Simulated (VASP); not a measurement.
Set up this calculation in VASP 6.6.1, as the native input.

- Task: relaxation of cell and atoms
- Functional: PBE
- Potentials or basis: VASP PAW PBE potentials, release 64 (Li_sv, Hf_pv, O)
- Cutoff: 600 eV
- k mesh: 6 × 6 × 2
- Occupations: gaussian, width 0.1 eV
- Spin: no spin polarisation
- Dipole correction: no
- Further INCAR settings: ALGO = Normal; EDIFF = 1e-07; IBRION = 2; EDIFFG = -0.04; NSW = 90; ISIF = 3

The structure of LiHf2O2 lies in POSCAR:

```
LiHf2O2
1.0
    3.0650124000      0.0000000000      0.0000000000
    0.0000000000      3.0650124000      0.0000000000
    0.0000000000      0.0000000000      7.7776498100
Li Hf O
1 2 2
Direct
    0.0000000000      0.0000000000      0.0000000000
    0.0000000000      0.0000000000      0.7568487300
    0.0000000000      0.0000000000      0.2431512700
    0.0000000000      0.5000000000      0.0000000000
    0.5000000000      0.0000000000      0.0000000000
```

The input as run:

INCAR

```
ALGO     = Normal         # electronic algorithm
EDIFF    = 1E-7           # SCF threshold, eV
EDIFFG   = -0.04          # ionic threshold
ENCUT    = 600            # plane-wave cutoff, eV
GGA      = PE             # functional
IBRION   = 2              # ionic algorithm
ISIF     = 3              # what is computed and relaxed
ISMEAR   = 0              # smearing method
LASPH    = True           # aspherical terms in the spheres
LCHARG   = False          # write CHGCAR
LREAL    = False          # projectors in reciprocal space
LWAVE    = False          # write WAVECAR
NELM     = 80             # most SCF steps
NSW      = 90             # ionic steps
PREC     = Accurate       # precision mode
SIGMA    = 0.1            # smearing width, eV
```

KPOINTS

```
k-points
0
Gamma
  6 6 2
```

Potentials or basis: VASP PAW PBE potentials, release 64 (Li_sv, Hf_pv, O).

Launch:

```bash
$ cat potpaw_PBE.64/Li_sv/POTCAR potpaw_PBE.64/Hf_pv/POTCAR potpaw_PBE.64/O/POTCAR > POTCAR
$ mpirun -np 1 vasp_std > vasp.out
```

Results of the run:

```yaml
Relaxed_volume: 15.86 Å³/atom
Relaxed_cell: a = 3.402 Å, b = 3.402 Å, c = 6.852 Å, α = 90.00°, β = 90.00°, γ = 90.00°
Space_group_after_relaxing_to_0.05_Å: P4/mmm (No. 123)
Energy_gained_by_relaxing: 453.3 meV/atom
Ionic_steps: 22
Pressure_after_relaxing: 0.1 GPa
Largest_force_after_relaxing: 0.010 eV/Å
```

Caveat: the k points lie up to 0.46 Å⁻¹ apart in the final cell; the cutoff is under 1.25 times the usual one of these potentials, so pressure, stress and relaxed cells hold a basis-set (Pulay) error; an odd number of electrons without spin polarisation forces a metal; a magnetic or distorted state may lie lower.

Wall time 8.9 min on 1 thread of Intel(R) Xeon(R) Platinum 8488C (Sapphire Rapids), on a shared host, peak memory 0.23 GiB.
